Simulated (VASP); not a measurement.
# ZnO in VASP: single point with PBEsol

Aim: the single point of ZnO with PBEsol.

All numbers are computed with VASP 6.6.1; they aren't measurements. Logs are shortened: lines on timing, memory, paths and dates and some standing lists are left out, and cuts for length are marked.

**1. The cell of the first run**

The cell holds a slab with vacuum, 16 atoms: a = 5.214 Å, b = 5.595 Å, c = 19.845 Å, α = 90.00°, β = 90.00°, γ = 90.00°.

**2. Single point, PBEsol**

INCAR reads:

```
ALGO     = Normal         # electronic algorithm
DIPOL    = 0.5 0.5 0.500
EDIFF    = 1E-6           # SCF threshold, eV
ENCUT    = 520            # plane-wave cutoff, eV
GGA      = PS             # functional
GGA_COMPAT= F            
IDIPOL   = 3            
ISIF     = 2              # what is computed and relaxed
ISMEAR   = 0              # smearing method
LASPH    = T              # aspherical terms in the spheres
LCHARG   = F              # write CHGCAR
LDIPOL   = T            
LREAL    = F              # projectors in reciprocal space
LWAVE    = F              # write WAVECAR
NBANDS   = 86             # bands
NELM     = 120            # most SCF steps
NELMDL   = -8           
PREC     = Accurate       # precision mode
SIGMA    = 0.05           # smearing width, eV
```

KPOINTS reads:

```
k-points
0
Gamma
  5 5 1
```

POSCAR reads:

```
ZnO
1.0
    5.2141142598      0.0000000000      0.0000000000
    0.0000000000      5.5946231937      0.0000000000
    0.0000000000      0.0000000000     19.8450858104
Zn O
8 8
Direct
    0.4999673609      0.1666666667      0.3779273152
    0.9999673609      0.8333333333      0.3779273152
    0.4999673609      0.6666666667      0.4593091051
    0.9999673609      0.3333333333      0.4593091051
    0.4999673609      0.1666666667      0.5406908949
    0.9999673609      0.8333333333      0.5406908949
    0.4999673609      0.6666666667      0.6220726848
    0.9999673609      0.3333333333      0.6220726848
    0.6210226391      0.8333333333      0.3779273152
    0.1210226391      0.1666666667      0.3779273152
    0.6210226391      0.3333333333      0.4593091051
    0.1210226391      0.6666666667      0.4593091051
    0.6210226391      0.8333333333      0.5406908949
    0.1210226391      0.1666666667      0.5406908949
    0.6210226391      0.3333333333      0.6220726848
    0.1210226391      0.6666666667      0.6220726848
```

Potentials or basis: VASP PAW PBE potentials, release 64 (Zn, O).

On the command line:

```sh
> cat potpaw_PBE.64/Zn/POTCAR potpaw_PBE.64/O/POTCAR > POTCAR
> mpirun -np 1 vasp_std > vasp.out
```

OUTCAR:

```text
EDIFF = 1E-6
   ENCUT = 520
   GGA = PS
   ISIF = 2
   ISMEAR = 0
   LASPH = T
   LREAL = F
   NELM = 120
   NELMDL = -8
   PREC = Accurate

 ion  position               nearest neighbor table
   1  0.500  0.167  0.378-  11 1.97   9 1.97  10 1.98
   2  1.000  0.833  0.378-  12 1.97  10 1.97   9 1.98
   3  0.500  0.667  0.459-  13 1.97   9 1.97  11 1.97  12 1.98
   4  1.000  0.333  0.459-  14 1.97  10 1.97  12 1.97  11 1.98
   5  0.500  0.167  0.541-  11 1.97  15 1.97  13 1.97  14 1.98
   6  1.000  0.833  0.541-  12 1.97  16 1.97  14 1.97  13 1.98
   7  0.500  0.667  0.622-  13 1.97  15 1.97  16 1.98
   8  1.000  0.333  0.622-  14 1.97  16 1.97  15 1.98
   9  0.621  0.833  0.378-   3 1.97   1 1.97   2 1.98
  10  0.121  0.167  0.378-   4 1.97   2 1.97   1 1.98
  11  0.621  0.333  0.459-   5 1.97   1 1.97   3 1.97   4 1.98
  12  0.121  0.667  0.459-   6 1.97   2 1.97   4 1.97   3 1.98
  13  0.621  0.833  0.541-   3 1.97   7 1.97   5 1.97   6 1.98
  14  0.121  0.167  0.541-   4 1.97   8 1.97   6 1.97   5 1.98
  15  0.621  0.333  0.622-   5 1.97   7 1.97   8 1.98
  16  0.121  0.667  0.622-   6 1.97   8 1.97   7 1.98

  LATTYP: Found a simple orthorhombic cell.
 ALAT       =     5.2141142598
 B/A-ratio  =     1.0729767157
 C/A-ratio  =     3.8060320165

  Lattice vectors:

 A1 = (   5.2141142598,   0.0000000000,   0.0000000000)
 A2 = (   0.0000000000,   5.5946231937,   0.0000000000)
 A3 = (   0.0000000000,   0.0000000000,  19.8450858104)

Analysis of symmetry for initial positions (statically):
=====================================================================
 Subroutine PRICEL returns:
 Original cell was already a primitive cell.

 Routine SETGRP: Setting up the symmetry group for a
 simple orthorhombic supercell.

 Subroutine GETGRP returns: Found  4 space group operations
 (whereof  1 operations were pure point group operations)
 out of a pool of  8 trial point group operations.

The static configuration has the point symmetry C_1 .
 The point group associated with its full space group is C_2v.

Analysis of symmetry for dynamics (positions and initial velocities):
=====================================================================
 Subroutine PRICEL returns:
 Original cell was already a primitive cell.

 Routine SETGRP: Setting up the symmetry group for a
 simple orthorhombic supercell.

 Subroutine GETGRP returns: Found  4 space group operations
 (whereof  1 operations were pure point group operations)
 out of a pool of  8 trial point group operations.

The dynamic configuration has the point symmetry C_1 .
[... 127 lines left out ...]
   ISMEAR =     0;   SIGMA  =   0.05  broadening in eV -4-tet -1-fermi 0-gaus
   EFERMI_NEDOS =   21; number of points for ismear=-14 and -15
   IALGO  =     38    algorithm
   IMIX   =      4    mixing-type and parameters
     AMIX     =   0.40;   BMIX     =  1.00
     AMIX_MAG =   1.60;   BMIX_MAG =  1.00
  volume/ion in A,a.u.               =      36.18       244.16
  Fermi-wavevector in a.u.,A,eV,Ry     =   1.029582  1.945628 14.422703  1.060039
  Thomas-Fermi vector in A             =   2.163637
   LORBIT       =      0    0 simple, 1 ext, 2 COOP (PROOUT), +10 PAW based schemes
   GGA     = PS    functional components
   LHFCALC =     F    Hartree Fock is set to
   AEXX    =    0.0000 exact exchange contribution
   IVDW    =     0    specifies the selected vdW correction
   LEPSILON=     F    determine dielectric tensor
   LRPA    =     F    only Hartree local field effects (RPA)
 non-spin polarized calculation
 Gauss-broadening in eV      SIGMA  =   0.05
  energy-cutoff  :      520.00
  volume of cell :      578.90
 maximum number of plane-waves:     15625
 NGX is ok and might be reduce to    40
   NGX = 19   NGY = 21   NGZ = 73

 dipolmoment           0.000000      0.000000      0.000000 electrons x Angstroem

 number of electron     144.0000002 magnetization

 dipolmoment           0.000000      0.000000     -0.000000 electrons x Angstroem

 Free energy of the ion-electron system (eV)
  ---------------------------------------------------
  ext. energy  EPLUGINS =         0.00000000
  ---------------------------------------------------
  free energy    TOTEN  =       -72.65318682 eV

  energy without entropy =      -72.65318682  energy(sigma->0) =      -72.65318682

 E-fermi :  -3.1530     XC(G=0):  -4.3877

 val. band max:       -3.3968740230   @ k =   0.0000   0.0000   0.0000
 cond. band min:      -2.4128677471   @ k =   0.0000   0.0000   0.0000
 fundamental gap:      0.9840062759
 Fermi energy:        -3.1530479940

 k-point     1 :       0.0000    0.0000    0.0000
  band No.  band energies     occupation
      1     -21.1543      2.00000
      2     -20.6531      2.00000
      3     -20.6085      2.00000
      4     -20.5894      2.00000
      5     -19.7617      2.00000
      6     -19.7264      2.00000
[... 772 lines left out ...]
     83       2.8929      0.00000
     84       3.0109      0.00000
 [bands above 84 left out]

------------------------ aborting loop because EDIFF is reached ----------------------------------------

 vacuum level on the upper side and lower side of the slab       (xc-potential included)        -0.204        -0.204

  FORCE on cell =-STRESS in cart. coord.  units (eV):
  Direction    XX          YY          ZZ          XY          YZ          ZX
  --------------------------------------------------------------------------------------
  -------------------------------------------------------------------------------------
  Total       -8.3533563     -6.3222122     -3.7323560      0.0000000      0.0000000      0.0000000
  in kB      -23.1189030    -17.4974710    -10.3297372      0.0000000      0.0000000      0.0000000
  external PRESSURE =     -16.9820371 kB  Pullay stress =       0.0000000 kB

 VOLUME and BASIS-vectors are now :
 -----------------------------------------------------------------------------
  energy-cutoff  :      520.00
  volume of cell :      578.90
      direct lattice vectors                 reciprocal lattice vectors
     5.214114260  0.000000000  0.000000000     0.191787128  0.000000000  0.000000000
     0.000000000  5.594623194  0.000000000     0.000000000  0.178743048  0.000000000
     0.000000000  0.000000000 19.845085810     0.000000000  0.000000000  0.050390309

 POSITION                                       TOTAL-FORCE (eV/Angst)
 -----------------------------------------------------------------------------------
      2.60689      0.93244      7.50000        -0.770275     -1.112396      0.979888
      5.21394      4.66219      7.50000        -0.770275      1.112396      0.979888
      2.60689      3.72975      9.11503         0.109323      0.183023     -0.419767
      5.21394      1.86487      9.11503         0.109323     -0.183023     -0.419767
      2.60689      0.93244     10.73006         0.109323      0.183023      0.419767
      5.21394      4.66219     10.73006         0.109323     -0.183023      0.419767
[... 8 lines left out ...]
      3.23808      1.86487     12.34509         0.620404      0.407767      0.296783
      0.63103      3.72975     12.34509         0.620404     -0.407767      0.296783
 -----------------------------------------------------------------------------------
    total drift:                                0.004662     -0.000000     -0.000056

  FREE ENERGIE OF THE ION-ELECTRON SYSTEM (eV)
  ---------------------------------------------------
  free  energy   TOTEN  =       -72.6531868223 eV

  energy  without entropy=      -72.6531868223  energy(sigma->0) =      -72.65318682

 vacuum level on the upper side and lower side of the slab         1.910         1.910
```

OSZICAR:

```text
N       E                     dE             d eps       ncg     rms          rms(c)
DAV:   1     0.139945452318E+04    0.13995E+04   -0.64633E+04  1548   0.170E+03
DAV:   2     0.206168169366E+03   -0.11933E+04   -0.11216E+04  1724   0.417E+02
DAV:   3    -0.662301208215E+02   -0.27240E+03   -0.26712E+03  1824   0.196E+02
[... 21 lines left out ...]
DAV:  25    -0.726531195884E+02   -0.52506E-04   -0.10877E-05  1734   0.240E-02    0.919E-03
DAV:  26    -0.726531518504E+02   -0.32262E-04   -0.21847E-06  1150   0.116E-02    0.818E-03
DAV:  27    -0.726531817716E+02   -0.29921E-04   -0.50166E-06  1436   0.156E-02    0.267E-03
DAV:  28    -0.726531862292E+02   -0.44576E-05   -0.16034E-06  1084   0.699E-03    0.141E-03
DAV:  29    -0.726531868223E+02   -0.59306E-06   -0.26391E-07  1030   0.361E-03
   1 F= -.72653187E+02 E0= -.72653187E+02  d E =-.850117E-13
```

It took 13 min on 1 thread of Intel Xeon Platinum 8488C (Sapphire Rapids), shared host; peak memory 0.74 GiB.

What came out:

- Free energy: -72.6532 eV
- Largest force: 1.671 eV/Å
- Band gap on the k mesh: 0.98 eV

Forces on the atoms (eV/Å):
```
Zn  -0.770 -1.112  0.980
Zn  -0.770  1.112  0.980
Zn   0.109  0.183 -0.420
Zn   0.109 -0.183 -0.420
Zn   0.109  0.183  0.420
Zn   0.109 -0.183  0.420
Zn  -0.770 -1.112 -0.980
Zn  -0.770  1.112 -0.980
O    0.620  0.408 -0.297
O    0.620 -0.408 -0.297
O    0.041  0.125 -0.538
O    0.041 -0.125 -0.538
O    0.041  0.125  0.538
O    0.041 -0.125  0.538
O    0.620  0.408  0.297
O    0.620 -0.408  0.297
```

Caveat: the PAW data sets were made with another functional, which shifts forces and pressure a little.
